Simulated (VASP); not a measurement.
# GaN (P6_3mc) in VASP: single point with PBE

Aim: the single point of GaN with PBE.

All numbers are computed with VASP 6.6.1; they aren't measurements. Logs are shortened: lines on timing, memory, paths and dates and some standing lists are left out, and cuts for length are marked.

## 1. The cell of the first run

Symmetry: P6_3mc, No. 186, hexagonal system. Conventional cell: a = 3.190 Å, b = 3.190 Å, c = 5.186 Å, α = 90.00°, β = 90.00°, γ = 120.00°. Ga (site symmetry 3m) has 4 N at 1.95 to 1.96 Å within 2.6 Å. N (site symmetry 3m) has 4 Ga at 1.95 to 1.96 Å within 2.6 Å.

## 2. Single point, PBE

File INCAR:

```
PREC     = Accurate       # precision mode
ENCUT    = 600            # plane-wave cutoff, eV
EDIFF    = 1E-6           # SCF threshold, eV
ISMEAR   = 0              # smearing method
SIGMA    = 0.01           # smearing width, eV
LREAL    = False          # projectors in reciprocal space
LASPH    = True           # aspherical terms in the spheres
NELM     = 120            # most SCF steps
ALGO     = Normal         # electronic algorithm
ISIF     = 2              # what is computed and relaxed
LWAVE    = False          # write WAVECAR
LCHARG   = True           # write CHGCAR
GGA      = PE             # functional
LELF     = True           # ELF
LVHAR    = True         
NBANDS   = 26             # bands
GGA_COMPAT= False
```

File KPOINTS:

```
Automatic mesh
0
Gamma
  8 8 5
```

File POSCAR:

```
GaN
1.0
    3.1900000000      0.0000000000      0.0000000000
   -1.5950000000      2.7626210381      0.0000000000
    0.0000000000      0.0000000000      5.1860000000
Ga N
2 2
Direct
    0.3333333333      0.6666666667      0.0000000000
    0.6666666667      0.3333333333      0.5000000000
    0.3333333333      0.6666666667      0.3789000000
    0.6666666667      0.3333333333      0.8789000000
```

Potentials or basis: VASP PAW PBE potentials, release 64 (Ga_d, N).

Launch:

```sh
$ cat potpaw_PBE.64/Ga_d/POTCAR potpaw_PBE.64/N/POTCAR > POTCAR
$ mpirun -np 1 vasp_std > vasp.out
```

OUTCAR:

```text
PREC = Accurate
   ENCUT = 600
   EDIFF = 1E-6
   ISMEAR = 0
   LREAL = False
   LASPH = True
   NELM = 120
   ISIF = 2
   GGA = PE

 ion  position               nearest neighbor table
   1  0.333  0.667  0.000-   4 1.95   4 1.95   4 1.95   3 1.96
   2  0.667  0.333  0.500-   3 1.95   3 1.95   3 1.95   4 1.96
   3  0.333  0.667  0.379-   2 1.95   2 1.95   2 1.95   1 1.96
   4  0.667  0.333  0.879-   1 1.95   1 1.95   1 1.95   2 1.96

  LATTYP: Found a hexagonal cell.
 ALAT       =     3.1900000000
 C/A-ratio  =     1.6257053292

  Lattice vectors:

 A1 = (   3.1900000000,   0.0000000000,   0.0000000000)
 A2 = (  -1.5950000000,   2.7626210381,   0.0000000000)
 A3 = (   0.0000000000,   0.0000000000,   5.1860000000)

Analysis of symmetry for initial positions (statically):
=====================================================================
 Subroutine PRICEL returns:
 Original cell was already a primitive cell.

 Routine SETGRP: Setting up the symmetry group for a
 hexagonal supercell.

 Subroutine GETGRP returns: Found 12 space group operations
 (whereof  6 operations were pure point group operations)
 out of a pool of 24 trial point group operations.

The static configuration has the point symmetry C_3v.
 The point group associated with its full space group is C_6v.

Analysis of symmetry for dynamics (positions and initial velocities):
=====================================================================
 Subroutine PRICEL returns:
 Original cell was already a primitive cell.

 Routine SETGRP: Setting up the symmetry group for a
 hexagonal supercell.

 Subroutine GETGRP returns: Found 12 space group operations
 (whereof  6 operations were pure point group operations)
 out of a pool of 24 trial point group operations.

The dynamic configuration has the point symmetry C_3v.
 The point group associated with its full space group is C_6v.

 Subroutine INISYM returns: Found 12 space group operations
 (whereof  6 operations are pure point group operations),
 and found     1 'primitive' translations

----------------------------------------------------------------------------------------

                                     Primitive cell

  volume of cell :      45.7030

  direct lattice vectors                    reciprocal lattice vectors
     3.190000000  0.000000000  0.000000000     0.313479624  0.180987545  0.000000000
    -1.595000000  2.762621038  0.000000000     0.000000000  0.361975090  0.000000000
     0.000000000  0.000000000  5.186000000     0.000000000  0.000000000  0.192826841

  length of vectors
     3.190000000  3.190000000  5.186000000     0.361975090  0.361975090  0.192826841

  position of ions in fractional coordinates (direct lattice)
     0.333333333  0.666666667  0.000000000
     0.666666667  0.333333333  0.500000000
     0.333333333  0.666666667  0.378900000
     0.666666667  0.333333333  0.878900000

  ion indices of the primitive-cell ions
   primitive index   ion index
                 1           1
                 2           2
                 3           3
                 4           4

----------------------------------------------------------------------------------------

 KPOINTS: Automatic mesh

Automatic generation of k-mesh.
 Grid dimensions read from file:
 generate k-points for:    8    8    5

 Generating k-lattice:

  Cartesian coordinates                     Fractional coordinates (reciprocal lattice)
     0.039184953  0.022623443  0.000000000     0.125000000  0.000000000  0.000000000
     0.000000000  0.045246886  0.000000000     0.000000000  0.125000000  0.000000000
     0.000000000  0.000000000  0.038565368     0.000000000  0.000000000  0.200000000

  Length of vectors
     0.045246886  0.045246886  0.038565368

  Shift w.r.t. Gamma in fractional coordinates (k-lattice)
     0.000000000  0.000000000  0.000000000

 Subroutine IBZKPT returns following result:
 ===========================================

 Found     30 irreducible k-points:

 Following reciprocal coordinates:
            Coordinates               Weight
  0.000000  0.000000  0.000000      1.000000
  0.125000  0.000000  0.000000      6.000000
  0.250000  0.000000  0.000000      6.000000
  0.375000  0.000000  0.000000      6.000000
  0.500000  0.000000  0.000000      3.000000
  0.125000  0.125000  0.000000      6.000000
[... 16 lines left out ...]
  0.250000  0.000000  0.400000     12.000000
  0.375000  0.000000  0.400000     12.000000
 [... further k-points ...]
   k-points           NKPTS =     30   k-points in BZ     NKDIM =     30   number of bands    NBANDS=     26
   number of dos      NEDOS =    301   number of ions     NIONS =      4
   total plane-waves  NPLWV =  32928
   dimension x,y,z NGX =    28 NGY =   28 NGZ =   42
   dimension x,y,z NGXF=    56 NGYF=   56 NGZF=   84
   ions per type =               2   2
   NGX,Y,Z   is equivalent  to a cutoff of  14.59, 14.59, 13.46 a.u.
   NGXF,Y,Z  is equivalent  to a cutoff of  29.18, 29.18, 26.93 a.u.
 SYSTEM =  unknown system
   PREC   = accura    normal or accurate (medium, high low for compatibility)
   ISTART =      0    job   : 0-new  1-cont  2-samecut
   ICHARG =      2    charge: 1-file 2-atom 10-const
   ISPIN  =      1    spin polarized calculation?
   LNONCOLLINEAR =      F non collinear calculations
   LSORBIT =      F    spin-orbit coupling
   LASPH  =      T    aspherical Exc in radial PAW
   ENCUT  =  600.0 eV  44.10 Ry    6.64 a.u.   6.37  6.37 10.36*2*pi/ulx,y,z
   NELM   =    120;   NELMIN=  2; NELMDL= -5     # of ELM steps
   EDIFF  = 0.1E-05   stopping-criterion for ELM
   LREAL  =      F    real-space projection
   EDIFFG = 0.1E-04   stopping-criterion for IOM
   NSW    =      0    number of steps for IOM
   IBRION =     -1    ionic relax: 0-MD 1-quasi-New 2-CG
   NFREE  =      0    steps in history (QN), initial steepest desc. (CG)
   ISIF   =      2    stress and relaxation
   ISYM   =      2    0-nonsym 1-usesym 2-fastsym
   POTIM  = 0.5000    time-step for ionic-motion
   TEBEG  =    0.0;   TEEND  =   0.0 temperature during run
   PSTRESS=    0.0 pullay stress
   NELECT =      36.0000    total number of electrons
   NUPDOWN=      -1.0000    fix difference up-down
   EMIN   =  10.00;   EMAX   =-10.00  energy-range for DOS
   EFERMI =   0.00;   METHOD = LEGACY
   ISMEAR =     0;   SIGMA  =   0.01  broadening in eV -4-tet -1-fermi 0-gaus
   EFERMI_NEDOS =   21; number of points for ismear=-14 and -15
   IALGO  =     38    algorithm
   IMIX   =      4    mixing-type and parameters
     AMIX     =   0.40;   BMIX     =  1.00
     AMIX_MAG =   1.60;   BMIX_MAG =  1.00
  volume/ion in A,a.u.               =      11.43        77.10
  Fermi-wavevector in a.u.,A,eV,Ry     =   1.511915  2.857106 31.101397  2.285888
  Thomas-Fermi vector in A             =   2.621909
   LORBIT       =      0    0 simple, 1 ext, 2 COOP (PROOUT), +10 PAW based schemes
   GGA     = PE    functional components
   LHFCALC =     F    Hartree Fock is set to
   AEXX    =    0.0000 exact exchange contribution
   IVDW    =     0    specifies the selected vdW correction
   LEPSILON=     F    determine dielectric tensor
   LRPA    =     F    only Hartree local field effects (RPA)
 non-spin polarized calculation
 Gauss-broadening in eV      SIGMA  =   0.01
  energy-cutoff  :      600.00
  volume of cell :       45.70
 maximum number of plane-waves:      1550
 NGX is ok and might be reduce to    28
   NGX = 13   NGY = 13   NGZ = 21

 number of electron      35.9999996 magnetization

 Free energy of the ion-electron system (eV)
  ---------------------------------------------------
  ext. energy  EPLUGINS =         0.00000000
  ---------------------------------------------------
  free energy    TOTEN  =       -24.30645241 eV

  energy without entropy =      -24.30645241  energy(sigma->0) =      -24.30645241

 E-fermi :   5.3462     XC(G=0): -11.6671

 val. band max:        5.3044944667   @ k =   0.0000   0.0000   0.0000
 cond. band min:       7.2297004928   @ k =   0.0000   0.0000   0.0000
 fundamental gap:      1.9252060260
 Fermi energy:         5.3462196944

 k-point     1 :       0.0000    0.0000    0.0000
  band No.  band energies     occupation
      1     -10.6627      2.00000
      2      -9.7475      2.00000
      3      -8.1184      2.00000
      4      -8.1095      2.00000
      5      -8.1095      2.00000
      6      -8.0490      2.00000
[... 18 lines left out ...]
     25      16.9952      0.00000
     26      16.9952      0.00000

 k-point     2 :       0.1250    0.0000    0.0000
  band No.  band energies     occupation
      1     -10.5128      2.00000
      2      -9.7088      2.00000
      3      -8.1056      2.00000
      4      -8.0879      2.00000
      5      -8.0572      2.00000
      6      -8.0292      2.00000
[... 18 lines left out ...]
     25      16.5609      0.00000
     26      17.3251      0.00000

 k-point     3 :       0.2500    0.0000    0.0000
  band No.  band energies     occupation
      1     -10.1604      2.00000
      2      -9.6347      2.00000
      3      -8.0671      2.00000
      4      -8.0494      2.00000
      5      -7.9814      2.00000
      6      -7.9464      2.00000
[... 18 lines left out ...]
     25      16.7064      0.00000
     26      18.0121      0.00000

 k-point     4 :       0.3750    0.0000    0.0000
  band No.  band energies     occupation
      1      -9.8551      2.00000
      2      -9.5874      2.00000
      3      -8.0542      2.00000
      4      -8.0344      2.00000
      5      -7.9438      2.00000
      6      -7.8899      2.00000
[... 18 lines left out ...]
     25      17.1791      0.00000
     26      18.6201      0.00000

 k-point     5 :       0.5000    0.0000    0.0000
  band No.  band energies     occupation
      1      -9.7522      2.00000
      2      -9.5756      2.00000
      3      -8.0582      2.00000
      4      -8.0337      2.00000
      5      -7.9344      2.00000
      6      -7.8950      2.00000
[... 18 lines left out ...]
     25      17.7345      0.00000
     26      18.5937      0.00000

 k-point     6 :       0.1250    0.1250    0.0000
  band No.  band energies     occupation
      1     -10.2607      2.00000
      2      -9.6536      2.00000
      3      -8.0694      2.00000
      4      -8.0641      2.00000
      5      -8.0011      2.00000
      6      -7.9881      2.00000
[... 427 lines left out ...]
 k-point    21 :       0.0000    0.0000    0.4000
  band No.  band energies     occupation
      1     -10.2612      2.00000
      2      -9.9632      2.00000
      3      -8.0977      2.00000
      4      -8.0977      2.00000
      5      -8.0788      2.00000
      6      -8.0788      2.00000
[... 18 lines left out ...]
     25      15.9928      0.00000
     26      15.9928      0.00000

 k-point    22 :       0.1250    0.0000    0.4000
  band No.  band energies     occupation
      1     -10.1465      2.00000
      2      -9.8870      2.00000
      3      -8.0827      2.00000
      4      -8.0719      2.00000
      5      -8.0626      2.00000
      6      -8.0503      2.00000
[... 18 lines left out ...]
     25      15.8862      0.00000
     26      16.3892      0.00000

 k-point    23 :       0.2500    0.0000    0.4000
  band No.  band energies     occupation
      1      -9.8969      2.00000
      2      -9.7322      2.00000
      3      -8.0556      2.00000
      4      -8.0290      2.00000
      5      -8.0160      2.00000
      6      -7.9840      2.00000
[... 18 lines left out ...]
     25      16.6435      0.00000
     26      17.2298      0.00000

 k-point    24 :       0.3750    0.0000    0.4000
  band No.  band energies     occupation
      1      -9.7044      2.00000
      2      -9.6222      2.00000
      3      -8.0623      2.00000
      4      -8.0278      2.00000
      5      -7.9768      2.00000
      6      -7.9268      2.00000
[... 18 lines left out ...]
     25      16.9891      0.00000
     26      17.9064      0.00000

 [... further k-points ...]

------------------------ aborting loop because EDIFF is reached ----------------------------------------

  FORCE on cell =-STRESS in cart. coord.  units (eV):
  Direction    XX          YY          ZZ          XY          YZ          ZX
  --------------------------------------------------------------------------------------
  -------------------------------------------------------------------------------------
  Total        1.5333767      1.5333767      1.4170094      0.0000000     -0.0000000      0.0000000
  in kB       53.7545147     53.7545147     49.6751058      0.0000000     -0.0000000      0.0000000
  external PRESSURE =      52.3947117 kB  Pullay stress =       0.0000000 kB

 VOLUME and BASIS-vectors are now :
 -----------------------------------------------------------------------------
  energy-cutoff  :      600.00
  volume of cell :       45.70
      direct lattice vectors                 reciprocal lattice vectors
     3.190000000  0.000000000  0.000000000     0.313479624  0.180987545  0.000000000
    -1.595000000  2.762621038  0.000000000     0.000000000  0.361975090  0.000000000
     0.000000000  0.000000000  5.186000000     0.000000000  0.000000000  0.192826841

 POSITION                                       TOTAL-FORCE (eV/Angst)
 -----------------------------------------------------------------------------------
     -0.00000      1.84175      0.00000         0.000000     -0.000000      0.111507
      1.59500      0.92087      2.59300        -0.000000      0.000000      0.111507
     -0.00000      1.84175      1.96498        -0.000000      0.000000     -0.111507
      1.59500      0.92087      4.55798         0.000000     -0.000000     -0.111507
 -----------------------------------------------------------------------------------
    total drift:                               -0.000000     -0.000000     -0.000547

  FREE ENERGIE OF THE ION-ELECTRON SYSTEM (eV)
  ---------------------------------------------------
  free  energy   TOTEN  =       -24.3064524118 eV

  energy  without entropy=      -24.3064524118  energy(sigma->0) =      -24.30645241
```

Wall time 1.9 min (1 thread of AMD EPYC 7R43 (Zen 3), shared host); peak memory 0.16 GiB.

What came out:

| Item | Value |
| --- | --- |
| Free energy | -24.3065 eV |
| Pressure | 5.2 GPa |
| Largest force | 0.112 eV/Å |
| Band gap on the k mesh | 1.93 eV |

Forces on the atoms (eV/Å):
```
Ga   0.000  0.000  0.112
Ga   0.000  0.000  0.112
N    0.000  0.000 -0.112
N    0.000  0.000 -0.112
```

Stress tensor (GPa, compression positive):
```
5.38 0.00 0.00
0.00 5.38 0.00
0.00 0.00 4.97
```

Caveat: the cell stands under pressure.
